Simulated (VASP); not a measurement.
# InP (F-43m) in VASP: further runs

The runs below take InP through single point, with PBE.

Everything below comes from runs of VASP 6.6.1. Logs are shortened: lines on timing, memory, paths and dates and some standing lists are left out, and cuts for length are marked.

### 1 The cell of the first run

The structure is cubic, space group F-43m (No. 216). Conventional cell: a = 5.837 Å, b = 5.837 Å, c = 5.837 Å, α = 90.00°, β = 90.00°, γ = 90.00°. In (site symmetry -43m) has 4 P at 2.53 Å within 3.3 Å. Within 3.3 Å of P (site symmetry -43m) lie 4 In at 2.53 Å.

### 2 Single point, PBE (volume changed by -6%)

INCAR reads:

```
  PREC = Accurate
  ENCUT = 520
  EDIFF = 1E-6
  ISMEAR = 0
  SIGMA = 0.01
  LREAL = False
  LASPH = True
  NELM = 60
  ALGO = Normal
  ISIF = 2
  LWAVE = False
  LCHARG = False
  GGA = PE
  NBANDS = 16
```

KPOINTS reads:

```
Automatic mesh
0
Gamma
  6 6 6
```

POSCAR reads:

```
InP
1.0
    0.0000000000      2.9183759736      2.9183759736
    2.9183759736      0.0000000000      2.9183759736
    2.9183759736      2.9183759736      0.0000000000
In P
1 1
Direct
    0.0000000000      0.0000000000      0.0000000000
    0.2500000000      0.2500000000      0.2500000000
```

Potentials or basis: VASP PAW PBE potentials, release 64 (In_d, P).

On the command line:

```
$ cat potpaw_PBE.64/In_d/POTCAR potpaw_PBE.64/P/POTCAR > POTCAR
$ mpirun -np 1 vasp_std > vasp.out
```

OUTCAR:

```text
PREC = Accurate
   ENCUT = 520
   EDIFF = 1E-6
   ISMEAR = 0
   LREAL = False
   LASPH = True
   NELM = 60
   ISIF = 2
   GGA = PE

 ion  position               nearest neighbor table
   1  0.000  0.000  0.000-   2 2.53   2 2.53   2 2.53   2 2.53
   2  0.250  0.250  0.250-   1 2.53   1 2.53   1 2.53   1 2.53

  LATTYP: Found a face centered cubic cell.
 ALAT       =     5.8367519472

  Lattice vectors:

 A1 = (   0.0000000000,   2.9183759736,   2.9183759736)
 A2 = (   2.9183759736,   0.0000000000,   2.9183759736)
 A3 = (   2.9183759736,   2.9183759736,   0.0000000000)

Analysis of symmetry for initial positions (statically):
=====================================================================
 Subroutine PRICEL returns:
 Original cell was already a primitive cell.

 Routine SETGRP: Setting up the symmetry group for a
 face centered cubic supercell.

 Subroutine GETGRP returns: Found 24 space group operations
 (whereof 24 operations were pure point group operations)
 out of a pool of 48 trial point group operations.

The static configuration has the point symmetry T_d .

Analysis of symmetry for dynamics (positions and initial velocities):
=====================================================================
 Subroutine PRICEL returns:
 Original cell was already a primitive cell.

 Routine SETGRP: Setting up the symmetry group for a
 face centered cubic supercell.

 Subroutine GETGRP returns: Found 24 space group operations
 (whereof 24 operations were pure point group operations)
 out of a pool of 48 trial point group operations.

The dynamic configuration has the point symmetry T_d .

 Subroutine INISYM returns: Found 24 space group operations
 (whereof 24 operations are pure point group operations),
 and found     1 'primitive' translations

----------------------------------------------------------------------------------------

                                     Primitive cell

  volume of cell :      49.7111

  direct lattice vectors                    reciprocal lattice vectors
     0.000000000  2.918375974  2.918375974    -0.171328165  0.171328165  0.171328165
     2.918375974  0.000000000  2.918375974     0.171328165 -0.171328165  0.171328165
     2.918375974  2.918375974  0.000000000     0.171328165  0.171328165 -0.171328165

  length of vectors
     4.127206882  4.127206882  4.127206882     0.296749086  0.296749086  0.296749086

  position of ions in fractional coordinates (direct lattice)
     0.000000000  0.000000000  0.000000000
     0.250000000  0.250000000  0.250000000

  ion indices of the primitive-cell ions
   primitive index   ion index
                 1           1
                 2           2

----------------------------------------------------------------------------------------

 KPOINTS: Automatic mesh

Automatic generation of k-mesh.
 Grid dimensions read from file:
 generate k-points for:    6    6    6

 Generating k-lattice:

  Cartesian coordinates                     Fractional coordinates (reciprocal lattice)
    -0.028554694  0.028554694  0.028554694     0.166666667  0.000000000  0.000000000
     0.028554694 -0.028554694  0.028554694     0.000000000  0.166666667  0.000000000
     0.028554694  0.028554694 -0.028554694     0.000000000  0.000000000  0.166666667

  Length of vectors
     0.049458181  0.049458181  0.049458181

  Shift w.r.t. Gamma in fractional coordinates (k-lattice)
     0.000000000  0.000000000  0.000000000

 Subroutine IBZKPT returns following result:
 ===========================================

 Found     16 irreducible k-points:

 Following reciprocal coordinates:
            Coordinates               Weight
  0.000000  0.000000  0.000000      1.000000
  0.166667  0.000000  0.000000      8.000000
  0.333333  0.000000  0.000000      8.000000
  0.500000  0.000000  0.000000      4.000000
  0.166667  0.166667  0.000000      6.000000
  0.333333  0.166667  0.000000     24.000000
[... 8 lines left out ...]
 -0.333333  0.333333  0.166667     24.000000
 -0.333333  0.500000  0.166667     12.000000
   k-points           NKPTS =     16   k-points in BZ     NKDIM =     16   number of bands    NBANDS=     16
   number of dos      NEDOS =    301   number of ions     NIONS =      2
   total plane-waves  NPLWV =  32768
   dimension x,y,z NGX =    32 NGY =   32 NGZ =   32
   dimension x,y,z NGXF=    64 NGYF=   64 NGZF=   64
   ions per type =               1   1
   NGX,Y,Z   is equivalent  to a cutoff of  12.89, 12.89, 12.89 a.u.
   NGXF,Y,Z  is equivalent  to a cutoff of  25.78, 25.78, 25.78 a.u.
 SYSTEM =  unknown system
   PREC   = accura    normal or accurate (medium, high low for compatibility)
   ISTART =      0    job   : 0-new  1-cont  2-samecut
   ICHARG =      2    charge: 1-file 2-atom 10-const
   ISPIN  =      1    spin polarized calculation?
   LNONCOLLINEAR =      F non collinear calculations
   LSORBIT =      F    spin-orbit coupling
   LASPH  =      T    aspherical Exc in radial PAW
   ENCUT  =  520.0 eV  38.22 Ry    6.18 a.u.   7.67  7.67  7.67*2*pi/ulx,y,z
   NELM   =     60;   NELMIN=  2; NELMDL= -5     # of ELM steps
   EDIFF  = 0.1E-05   stopping-criterion for ELM
   LREAL  =      F    real-space projection
   EDIFFG = 0.1E-04   stopping-criterion for IOM
   NSW    =      0    number of steps for IOM
   IBRION =     -1    ionic relax: 0-MD 1-quasi-New 2-CG
   NFREE  =      0    steps in history (QN), initial steepest desc. (CG)
   ISIF   =      2    stress and relaxation
   ISYM   =      2    0-nonsym 1-usesym 2-fastsym
   POTIM  = 0.5000    time-step for ionic-motion
   TEBEG  =    0.0;   TEEND  =   0.0 temperature during run
   PSTRESS=    0.0 pullay stress
   NELECT =      18.0000    total number of electrons
   NUPDOWN=      -1.0000    fix difference up-down
   EMIN   =  10.00;   EMAX   =-10.00  energy-range for DOS
   EFERMI =   0.00;   METHOD = LEGACY
   ISMEAR =     0;   SIGMA  =   0.01  broadening in eV -4-tet -1-fermi 0-gaus
   EFERMI_NEDOS =   21; number of points for ismear=-14 and -15
   IALGO  =     38    algorithm
   IMIX   =      4    mixing-type and parameters
     AMIX     =   0.40;   BMIX     =  1.00
     AMIX_MAG =   1.60;   BMIX_MAG =  1.00
  volume/ion in A,a.u.               =      24.86       167.73
  Fermi-wavevector in a.u.,A,eV,Ry     =   1.166848  2.205024 18.524810  1.361535
  Thomas-Fermi vector in A             =   2.303356
   LORBIT       =      0    0 simple, 1 ext, 2 COOP (PROOUT), +10 PAW based schemes
   GGA     = PE    functional components
   LHFCALC =     F    Hartree Fock is set to
   AEXX    =    0.0000 exact exchange contribution
   IVDW    =     0    specifies the selected vdW correction
   LEPSILON=     F    determine dielectric tensor
   LRPA    =     F    only Hartree local field effects (RPA)
 non-spin polarized calculation
 Gauss-broadening in eV      SIGMA  =   0.01
  energy-cutoff  :      520.00
  volume of cell :       49.71
 maximum number of plane-waves:      1363
 NGX is ok and might be reduce to    32
   NGX = 15   NGY = 15   NGZ = 15

 number of electron      18.0000000 magnetization

 Free energy of the ion-electron system (eV)
  ---------------------------------------------------
  ext. energy  EPLUGINS =         0.00000000
  ---------------------------------------------------
  free energy    TOTEN  =        -8.35532594 eV

  energy without entropy =       -8.35532594  energy(sigma->0) =       -8.35532594

 E-fermi :   5.3916     XC(G=0):  -9.3359

 val. band max:        5.3321801374   @ k =   0.0000   0.0000   0.0000
 cond. band min:       6.1100689729   @ k =   0.0000   0.0000   0.0000
 fundamental gap:      0.7778888355
 Fermi energy:         5.3915786494

 k-point     1 :       0.0000    0.0000    0.0000
  band No.  band energies     occupation
      1      -8.8863      2.00000
      2      -8.8863      2.00000
      3      -8.8863      2.00000
      4      -8.7281      2.00000
      5      -8.7281      2.00000
      6      -6.2719      2.00000
[... 8 lines left out ...]
     15      14.7980      0.00000
     16      14.7980      0.00000

 k-point     2 :       0.1667    0.0000    0.0000
  band No.  band energies     occupation
      1      -8.9200      2.00000
      2      -8.8732      2.00000
      3      -8.8732      2.00000
      4      -8.7276      2.00000
      5      -8.7276      2.00000
      6      -5.9522      2.00000
[... 8 lines left out ...]
     15      13.9592      0.00000
     16      14.8594      0.00000

 k-point     3 :       0.3333    0.0000    0.0000
  band No.  band energies     occupation
      1      -8.9821      2.00000
      2      -8.8527      2.00000
      3      -8.8527      2.00000
      4      -8.7209      2.00000
      5      -8.7209      2.00000
      6      -5.1256      2.00000
[... 8 lines left out ...]
     15      14.4486      0.00000
     16      14.4486      0.00000

 k-point     4 :       0.5000    0.0000    0.0000
  band No.  band energies     occupation
      1      -9.0111      2.00000
      2      -8.8457      2.00000
      3      -8.8457      2.00000
      4      -8.7139      2.00000
      5      -8.7139      2.00000
      6      -4.5052      2.00000
[... 8 lines left out ...]
     15      16.0027      0.00000
     16      16.0027      0.00000
[... 172 lines left out ...]
 k-point    14 :       0.5000    0.3333    0.1667
  band No.  band energies     occupation
      1      -9.0245      2.00000
      2      -8.8295      2.00000
      3      -8.8101      2.00000
      4      -8.7487      2.00000
      5      -8.7090      2.00000
      6      -4.4816      2.00000
[... 8 lines left out ...]
     15      16.5089      0.00000
     16      17.1232      0.00000

 k-point    15 :      -0.3333    0.3333    0.1667
  band No.  band energies     occupation
      1      -9.0345      2.00000
      2      -8.8300      2.00000
      3      -8.7990      2.00000
      4      -8.7428      2.00000
      5      -8.7141      2.00000
      6      -3.9847      2.00000
[... 8 lines left out ...]
     15      16.4882      0.00000
     16      16.9565      0.00000

 k-point    16 :      -0.3333    0.5000    0.1667
  band No.  band energies     occupation
      1      -9.0546      2.00000
      2      -8.8107      2.00000
      3      -8.7858      2.00000
      4      -8.7577      2.00000
      5      -8.7053      2.00000
      6      -3.7743      2.00000
[... 8 lines left out ...]
     15      16.6330      0.00000
     16      17.3496      0.00000

------------------------ aborting loop because EDIFF is reached ----------------------------------------

  FORCE on cell =-STRESS in cart. coord.  units (eV):
  Direction    XX          YY          ZZ          XY          YZ          ZX
  --------------------------------------------------------------------------------------
  -------------------------------------------------------------------------------------
  Total        1.3118668      1.3118668      1.3118668      0.0000000      0.0000000     -0.0000000
  in kB       42.2811309     42.2811309     42.2811309      0.0000000      0.0000000     -0.0000000
  external PRESSURE =      42.2811309 kB  Pullay stress =       0.0000000 kB

 VOLUME and BASIS-vectors are now :
 -----------------------------------------------------------------------------
  energy-cutoff  :      520.00
  volume of cell :       49.71
      direct lattice vectors                 reciprocal lattice vectors
     0.000000000  2.918375974  2.918375974    -0.171328165  0.171328165  0.171328165
     2.918375974  0.000000000  2.918375974     0.171328165 -0.171328165  0.171328165
     2.918375974  2.918375974  0.000000000     0.171328165  0.171328165 -0.171328165

 POSITION                                       TOTAL-FORCE (eV/Angst)
 -----------------------------------------------------------------------------------
      0.00000      0.00000      0.00000         0.000000     -0.000000     -0.000000
      1.45919      1.45919      1.45919        -0.000000      0.000000      0.000000
 -----------------------------------------------------------------------------------
    total drift:                               -0.000000     -0.000000      0.000000

  FREE ENERGIE OF THE ION-ELECTRON SYSTEM (eV)
  ---------------------------------------------------
  free  energy   TOTEN  =        -8.3553259406 eV

  energy  without entropy=       -8.3553259406  energy(sigma->0) =       -8.35532594
```

Run time: 7.4 s. Hardware: 1 thread of AMD EPYC 9R45 (Zen 5), shared host; peak memory 0.14 GiB.

Results:

* Free energy: -8.3553 eV
* Pressure: 4.2 GPa
* Band gap on the k mesh: 0.78 eV, direct

Caveat: spin-orbit coupling is left out, which moves the levels of the heavy elements.

### 3 Single point, PBE (volume changed by -3%)

INCAR reads:

```
  PREC = Accurate
  ENCUT = 520
  EDIFF = 1E-6
  ISMEAR = 0
  SIGMA = 0.01
  LREAL = F
  LASPH = T
  NELM = 100
  ALGO = Normal
  ISIF = 2
  LWAVE = F
  LCHARG = F
  GGA = PE
  NBANDS = 16
```

KPOINTS reads:

```
regular mesh
0
Gamma
  6 6 6
```

POSCAR reads:

```
InP
1.0
    0.0000000000      2.9490979784      2.9490979784
    2.9490979784      0.0000000000      2.9490979784
    2.9490979784      2.9490979784      0.0000000000
In P
1 1
Direct
    0.0000000000      0.0000000000      0.0000000000
    0.2500000000      0.2500000000      0.2500000000
```

Potentials or basis: VASP PAW PBE potentials, release 64 (In_d, P).

On the command line:

```
$ cat potpaw_PBE.64/In_d/POTCAR potpaw_PBE.64/P/POTCAR > POTCAR
$ mpirun -np 1 vasp_std > vasp.out
```

It took 7.5 s on 1 thread of AMD EPYC 9R45 (Zen 5), shared host; peak memory 0.14 GiB.

Results (log left out):

| Property | Result |
| --- | --- |
| Free energy | -8.3859 eV |
| Pressure | 1.9 GPa |
| Band gap on the k mesh | 0.61 eV, direct |

Levels at points of the mesh, in eV from the valence-band top:
```csv
k point,band 5,band 6,band 7,band 8,band 9,band 10,band 11,band 12,band 13,band 14
"(0.00, 0.00, 0.00)",-14.01,-11.39,0.00,0.00,0.00,0.61,4.09,4.09,4.09,8.49
"(0.50, 0.00, 0.00)",-14.00,-9.73,-5.63,-0.94,-0.94,1.45,4.81,4.81,7.06,9.39
"(0.50, 0.50, 0.00)",-13.98,-9.09,-5.67,-2.26,-2.26,1.79,2.27,9.10,9.47,9.47
```

Caveat: spin-orbit coupling is left out, which moves the levels of the heavy elements.

(Part 1 of 2 ends here.)
